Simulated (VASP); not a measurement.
Here is a VASP 6.6.1 calculation.

INCAR

```
SYSTEM = C
ALGO = Normal
EDIFF = 1E-7
EDIFFG = -0.02
ENCUT = 600
GGA = PE
GGA_COMPAT = .FALSE.
IBRION = 2
ISIF = 3
ISMEAR = 0
LASPH = .TRUE.
LCHARG = .FALSE.
LREAL = .FALSE.
LWAVE = .FALSE.
NELM = 120
NELMIN = 4
NSW = 50
PREC = Accurate
SIGMA = 0.05
```

The input KPOINTS:

```
k-points
0
G
  19 19 19
  0 0 0
```

The input POSCAR:

```
C
1.0
    0.0000000000      2.0600000000      2.0600000000
    2.0600000000      0.0000000000      2.0600000000
    2.0600000000      2.0600000000      0.0000000000
C
2
Direct
    1.0000000000      1.0000000000      1.0000000000
    0.2500000000      0.2500000000      0.2500000000
```

Potentials or basis: VASP PAW PBE potentials, release 64 (C).

Run with:

```sh
$ cat potpaw_PBE.64/C/POTCAR > POTCAR
$ mpirun -np 1 vasp_std > vasp.out
```

What does it give for the space group after relaxing (to 0.1 Å)?

Fd-3m (No. 227).

What does it give for the relaxed cell?

a = 2.525 Å, b = 2.525 Å, c = 2.525 Å, α = 60.00°, β = 60.00°, γ = 60.00°.

The path:
```
step  energy change (eV)  largest force (eV/Å)  pressure (GPa)  volume (Å³)
   1              0.0000                0.0000          -80.12        17.48
   2             -0.7489                0.0000          204.29         8.59
   3             -2.1829                0.0000           -6.60        11.57
   4             -2.1864                0.0000           -1.62        11.43
   5             -2.1862                0.0000            2.38        11.33
   6             -2.1861                0.0000           -2.53        11.46
   7             -2.1866                0.0000            0.01        11.39
```

Caveat: the volume moved by over 15 % at a fixed basis, so the end points are rough.
